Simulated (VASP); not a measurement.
# SiO2 (I4/mmm) in VASP: relaxation of cell and atoms with PBE

Aim: the relaxation of cell and atoms of SiO2 with PBE.

All numbers are computed with VASP 6.6.1; they aren't measurements. Logs are shortened: lines on timing, memory, paths and dates and some standing lists are left out, and cuts for length are marked.

## (1) The cell of the first run

The structure is tetragonal, space group I4/mmm (No. 139). Conventional cell: a = 9.005 Å, b = 9.005 Å, c = 5.276 Å, α = 90.00°, β = 90.00°, γ = 90.00°. Si (site symmetry m2m) has 4 O at 1.61 to 1.62 Å within 2.1 Å. O (site symmetry 2/m) has 2 Si at 1.61 Å within 2.1 Å. O (site symmetry m2m) has 2 Si at 1.62 Å within 2.2 Å.

The cell was built from a structure type or drawn by symmetry, and may not be a known phase.

## (2) Relaxation of cell and atoms, PBE

INCAR reads:

```
PREC     = Accurate       # precision mode
ENCUT    = 600            # plane-wave cutoff, eV
EDIFF    = 1E-7           # SCF threshold, eV
ISMEAR   = 0              # smearing method
SIGMA    = 0.02           # smearing width, eV
LREAL    = False          # projectors in reciprocal space
LASPH    = True           # aspherical terms in the spheres
NELM     = 60             # most SCF steps
ALGO     = Normal         # electronic algorithm
ISIF     = 3              # what is computed and relaxed
LWAVE    = False          # write WAVECAR
LCHARG   = False          # write CHGCAR
GGA      = PE             # functional
IBRION   = 2              # ionic algorithm
NSW      = 100            # ionic steps
EDIFFG   = -0.01          # ionic threshold
```

KPOINTS reads:

```
regular mesh
0
Gamma
  6 6 6
```

POSCAR reads:

```
SiO2
1.0
   -4.5023336723      4.5023336723      2.6381865744
    4.5023336723     -4.5023336723      2.6381865744
    4.5023336723      4.5023336723     -2.6381865744
Si O
4 8
Direct
    0.6769940244      0.6769940244      0.3539880488
    0.3230059756      0.3230059756      0.6460119512
    0.3230059756      0.6769940244      0.0000000000
    0.6769940244      0.3230059756      0.0000000000
    0.5000000000      0.5000000000      0.5000000000
    0.0000000000      0.0000000000      0.5000000000
    0.5000000000      0.7096137238      0.2096137238
    0.7096137238      0.5000000000      0.2096137238
    0.2903862762      0.5000000000      0.7903862762
    0.5000000000      0.2903862762      0.7903862762
    0.0000000000      0.5000000000      0.0000000000
    0.5000000000      0.0000000000      0.0000000000
```

Potentials or basis: VASP PAW PBE potentials, release 64 (Si, O).

The run is started by

```console
> cat potpaw_PBE.64/Si/POTCAR potpaw_PBE.64/O/POTCAR > POTCAR
> mpirun -np 1 vasp_std > vasp.out
```

OUTCAR:

```text
PREC = Accurate
   ENCUT = 600
   EDIFF = 1E-7
   ISMEAR = 0
   LREAL = False
   LASPH = True
   NELM = 60
   ISIF = 3
   GGA = PE
   IBRION = 2
   NSW = 100
   EDIFFG = -0.01

 ion  position               nearest neighbor table
   1  0.677  0.677  0.354-   6 1.61   5 1.61   7 1.62   8 1.62
   2  0.323  0.323  0.646-   6 1.61   5 1.61   9 1.62  10 1.62
   3  0.323  0.677  0.000-  11 1.61  12 1.61   7 1.62   9 1.62
   4  0.677  0.323  0.000-  11 1.61  12 1.61   8 1.62  10 1.62
   5  0.500  0.500  0.500-   1 1.61   2 1.61
   6  0.000  0.000  0.500-   1 1.61   2 1.61
   7  0.500  0.710  0.210-   1 1.62   3 1.62
   8  0.710  0.500  0.210-   1 1.62   4 1.62
   9  0.290  0.500  0.790-   2 1.62   3 1.62
  10  0.500  0.290  0.790-   2 1.62   4 1.62
  11  0.000  0.500  0.000-   3 1.61   4 1.61
  12  0.500  0.000  0.000-   3 1.61   4 1.61

  LATTYP: Found a body centered tetragonal cell.
 ALAT       =     9.0046673446
 C/A-ratio  =     0.5859598081

  Lattice vectors:

 A1 = (  -4.5023336723,   4.5023336723,   2.6381865744)
 A2 = (   4.5023336723,  -4.5023336723,   2.6381865744)
 A3 = (   4.5023336723,   4.5023336723,  -2.6381865744)

Analysis of symmetry for initial positions (statically):
=====================================================================
 Subroutine PRICEL returns:
 Original cell was already a primitive cell.

 Routine SETGRP: Setting up the symmetry group for a
 body centered tetragonal supercell.

 Subroutine GETGRP returns: Found 16 space group operations
 (whereof 16 operations were pure point group operations)
 out of a pool of 16 trial point group operations.

The static configuration has the point symmetry D_4h.

Analysis of symmetry for dynamics (positions and initial velocities):
=====================================================================
 Subroutine PRICEL returns:
 Original cell was already a primitive cell.

 Routine SETGRP: Setting up the symmetry group for a
 body centered tetragonal supercell.

 Subroutine GETGRP returns: Found 16 space group operations
 (whereof 16 operations were pure point group operations)
 out of a pool of 16 trial point group operations.

The dynamic configuration has the point symmetry D_4h.

 Subroutine INISYM returns: Found 16 space group operations
 (whereof 16 operations are pure point group operations),
 and found     1 'primitive' translations

----------------------------------------------------------------------------------------

                                     Primitive cell

  volume of cell :     213.9148

  direct lattice vectors                    reciprocal lattice vectors
    -4.502333672  4.502333672  2.638186574     0.000000000  0.111053519  0.189524124
     4.502333672 -4.502333672  2.638186574     0.111053519  0.000000000  0.189524124
     4.502333672  4.502333672 -2.638186574     0.111053519  0.111053519  0.000000000

  length of vectors
     6.892172763  6.892172763  6.892172763     0.219664011  0.219664011  0.157053393

  position of ions in fractional coordinates (direct lattice)
     0.676994024  0.676994024  0.353988049
     0.323005976  0.323005976  0.646011951
     0.323005976  0.676994024  0.000000000
     0.676994024  0.323005976  0.000000000
     0.500000000  0.500000000  0.500000000
     0.000000000  0.000000000  0.500000000
     0.500000000  0.709613724  0.209613724
     0.709613724  0.500000000  0.209613724
     0.290386276  0.500000000  0.790386276
     0.500000000  0.290386276  0.790386276
     0.000000000  0.500000000  0.000000000
     0.500000000  0.000000000  0.000000000

  ion indices of the primitive-cell ions
   primitive index   ion index
                 1           1
                 2           2
                 3           3
                 4           4
                 5           5
                 6           6
                 7           7
                 8           8
                 9           9
                10          10
                11          11
                12          12

----------------------------------------------------------------------------------------

 KPOINTS: regular mesh

Automatic generation of k-mesh.
 Grid dimensions read from file:
 generate k-points for:    6    6    6

 Generating k-lattice:

  Cartesian coordinates                     Fractional coordinates (reciprocal lattice)
     0.000000000  0.018508920  0.031587354     0.166666667  0.000000000 -0.000000000
     0.018508920  0.000000000  0.031587354     0.000000000  0.166666667 -0.000000000
     0.018508920  0.018508920  0.000000000     0.000000000  0.000000000  0.166666667

  Length of vectors
     0.036610669  0.036610669  0.026175566

  Shift w.r.t. Gamma in fractional coordinates (k-lattice)
     0.000000000  0.000000000  0.000000000

 Subroutine IBZKPT returns following result:
 ===========================================

 Found     30 irreducible k-points:

 Following reciprocal coordinates:
            Coordinates               Weight
  0.000000  0.000000  0.000000      1.000000
  0.166667  0.000000  0.000000      8.000000
  0.333333  0.000000  0.000000      8.000000
  0.500000  0.000000 -0.000000      4.000000
  0.166667  0.166667  0.000000      8.000000
  0.333333  0.166667  0.000000     16.000000
[... 16 lines left out ...]
 -0.333333 -0.333333  0.166667      8.000000
 -0.166667 -0.333333  0.166667      8.000000
 [... further k-points ...]
   k-points           NKPTS =     30   k-points in BZ     NKDIM =     30   number of bands    NBANDS=     39
   number of dos      NEDOS =    301   number of ions     NIONS =     12
   total plane-waves  NPLWV = 175616
   dimension x,y,z NGX =    56 NGY =   56 NGZ =   56
   dimension x,y,z NGXF=   112 NGYF=  112 NGZF=  112
   ions per type =               4   8
   NGX,Y,Z   is equivalent  to a cutoff of  13.51, 13.51, 13.51 a.u.
   NGXF,Y,Z  is equivalent  to a cutoff of  27.02, 27.02, 27.02 a.u.
 SYSTEM =  unknown system
   PREC   = accura    normal or accurate (medium, high low for compatibility)
   ISTART =      0    job   : 0-new  1-cont  2-samecut
   ICHARG =      2    charge: 1-file 2-atom 10-const
   ISPIN  =      1    spin polarized calculation?
   LNONCOLLINEAR =      F non collinear calculations
   LSORBIT =      F    spin-orbit coupling
   LASPH  =      T    aspherical Exc in radial PAW
   ENCUT  =  600.0 eV  44.10 Ry    6.64 a.u.  13.77 13.77 13.77*2*pi/ulx,y,z
   NELM   =     60;   NELMIN=  2; NELMDL= -5     # of ELM steps
   EDIFF  = 0.1E-06   stopping-criterion for ELM
   LREAL  =      F    real-space projection
   EDIFFG = -.1E-01   stopping-criterion for IOM
   NSW    =    100    number of steps for IOM
   IBRION =      2    ionic relax: 0-MD 1-quasi-New 2-CG
   NFREE  =      1    steps in history (QN), initial steepest desc. (CG)
   ISIF   =      3    stress and relaxation
   ISYM   =      2    0-nonsym 1-usesym 2-fastsym
   POTIM  = 0.5000    time-step for ionic-motion
   TEBEG  =    0.0;   TEEND  =   0.0 temperature during run
   PSTRESS=    0.0 pullay stress
   NELECT =      64.0000    total number of electrons
   NUPDOWN=      -1.0000    fix difference up-down
   EMIN   =  10.00;   EMAX   =-10.00  energy-range for DOS
   EFERMI =   0.00;   METHOD = LEGACY
   ISMEAR =     0;   SIGMA  =   0.02  broadening in eV -4-tet -1-fermi 0-gaus
   EFERMI_NEDOS =   21; number of points for ismear=-14 and -15
   IALGO  =     38    algorithm
   IMIX   =      4    mixing-type and parameters
     AMIX     =   0.40;   BMIX     =  1.00
     AMIX_MAG =   1.60;   BMIX_MAG =  1.00
  volume/ion in A,a.u.               =      17.83       120.30
  Fermi-wavevector in a.u.,A,eV,Ry     =   1.094934  2.069125 16.311754  1.198880
  Thomas-Fermi vector in A             =   2.231248
   LORBIT       =      0    0 simple, 1 ext, 2 COOP (PROOUT), +10 PAW based schemes
   GGA     = PE    functional components
   LHFCALC =     F    Hartree Fock is set to
   AEXX    =    0.0000 exact exchange contribution
   IVDW    =     0    specifies the selected vdW correction
   LEPSILON=     F    determine dielectric tensor
   LRPA    =     F    only Hartree local field effects (RPA)
 conjugate gradient relaxation of ions
 non-spin polarized calculation
 Gauss-broadening in eV      SIGMA  =   0.02
  energy-cutoff  :      600.00
  volume of cell :      213.91
 maximum number of plane-waves:      7163
   NGX = 27   NGY = 27   NGZ = 27

--------------------------------------- Ionic step        1  -------------------------------------------

 number of electron      63.9999994 magnetization

 Free energy of the ion-electron system (eV)
  ---------------------------------------------------
  ext. energy  EPLUGINS =         0.00000000
  ---------------------------------------------------
  free energy    TOTEN  =       -94.89333074 eV

  energy without entropy =      -94.89333074  energy(sigma->0) =      -94.89333074

------------------------ aborting loop because EDIFF is reached ----------------------------------------

  FORCE on cell =-STRESS in cart. coord.  units (eV):
  Direction    XX          YY          ZZ          XY          YZ          ZX
  --------------------------------------------------------------------------------------
  -------------------------------------------------------------------------------------
  Total       -0.1213690     -0.1213690     -0.2952016      0.0000000      0.0000000     -0.0000000
  in kB       -0.9090287     -0.9090287     -2.2109986      0.0000000      0.0000000     -0.0000000
  external PRESSURE =      -1.3430187 kB  Pullay stress =       0.0000000 kB
[... 215 lines left out ...]
  energy  without entropy=      -94.8934654036  energy(sigma->0) =      -94.89346540

--------------------------------------- Ionic step        6  -------------------------------------------

 number of electron      63.9999994 magnetization

 Free energy of the ion-electron system (eV)
  ---------------------------------------------------
  ext. energy  EPLUGINS =         0.00000000
  ---------------------------------------------------
  free energy    TOTEN  =       -94.89346758 eV

  energy without entropy =      -94.89346758  energy(sigma->0) =      -94.89346758

 E-fermi :  -1.0701     XC(G=0):  -7.2651

 val. band max:       -1.1971555311   @ k =   0.0000   0.0000   0.0000
 cond. band min:       4.1667216933   @ k =   0.0000   0.0000   0.0000
 fundamental gap:      5.3638772244
 Fermi energy:        -1.0701168450

 k-point     1 :       0.0000    0.0000    0.0000
  band No.  band energies     occupation
      1     -20.5589      2.00000
      2     -19.7128      2.00000
      3     -19.1953      2.00000
      4     -19.1953      2.00000
      5     -18.6029      2.00000
      6     -18.5825      2.00000
[... 997 lines left out ...]
     38       8.2532      0.00000
     39       8.3886      0.00000

 [... further k-points ...]
[... 5 lines left out ...]
  --------------------------------------------------------------------------------------
  -------------------------------------------------------------------------------------
  Total        0.0530177      0.0530177     -0.0163766      0.0000000      0.0000000      0.0000000
  in kB        0.3974904      0.3974904     -0.1227805      0.0000000      0.0000000      0.0000000
  external PRESSURE =       0.2240668 kB  Pullay stress =       0.0000000 kB
[... 27 lines left out ...]
  FREE ENERGIE OF THE ION-ELECTRON SYSTEM (eV)
  ---------------------------------------------------
  free  energy   TOTEN  =       -94.8934675793 eV

  energy  without entropy=      -94.8934675793  energy(sigma->0) =      -94.89346758

 reached required accuracy - stopping structural energy minimisation
```

It took 21 min on 1 thread of Oxide Virtual Turin-like, shared host; peak memory 0.54 GiB.

Results:

- Free energy: -94.8935 eV
- Relaxed volume: 17.81 Å³/atom
- Relaxed cell: a = 6.890 Å, b = 6.890 Å, c = 6.890 Å, α = 98.42°, β = 98.42°, γ = 135.00°
- Space group after relaxing (to 0.1 Å): I4/mmm (No. 139)
- Energy gained by relaxing: 0.0 meV/atom
- Ionic steps: 6
- Pressure after relaxing: 0.0 GPa
- Largest force after relaxing: 0.006 eV/Å
- Band gap on the k mesh: 5.36 eV

Forces on the atoms (eV/Å):
```
Si   0.003  0.003  0.000
Si  -0.003 -0.003  0.000
Si   0.003 -0.003  0.000
Si  -0.003  0.003  0.000
O    0.000  0.000  0.000
O    0.000  0.000  0.000
O   -0.006  0.000  0.000
O    0.000 -0.006  0.000
O    0.000  0.006  0.000
O    0.006  0.000  0.000
O    0.000  0.000  0.000
O    0.000  0.000  0.000
```

The path:
```
step  energy change (eV)  largest force (eV/Å)  pressure (GPa)  volume (Å³)
   1              0.0000                0.0241           -0.13       213.91
   2              0.0002                0.0685            0.19       213.45
   3             -0.0001                0.0120           -0.01       213.73
   4             -0.0001                0.0113           -0.01       213.74
   5             -0.0001                0.0102            0.03       213.69
   6             -0.0001                0.0058            0.02       213.70
```

Final structure:
```
CELL_PARAMETERS angstrom
-4.50129 4.50129 2.63676
4.50129 -4.50129 2.63676
4.50129 4.50129 -2.63676
ATOMIC_POSITIONS crystal
Si 0.67701 0.67701 0.35401
Si 0.32299 0.32299 0.64599
Si 0.32299 0.67701 0.00000
Si 0.67701 0.32299 0.00000
O 0.50000 0.50000 0.50000
O 0.00000 0.00000 0.50000
O 0.50000 0.70954 0.20954
O 0.70954 0.50000 0.20954
O 0.29046 0.50000 0.79046
O 0.50000 0.29046 0.79046
O 0.00000 0.50000 0.00000
O 0.50000 0.00000 0.00000
```

A k mesh can miss the band edges.
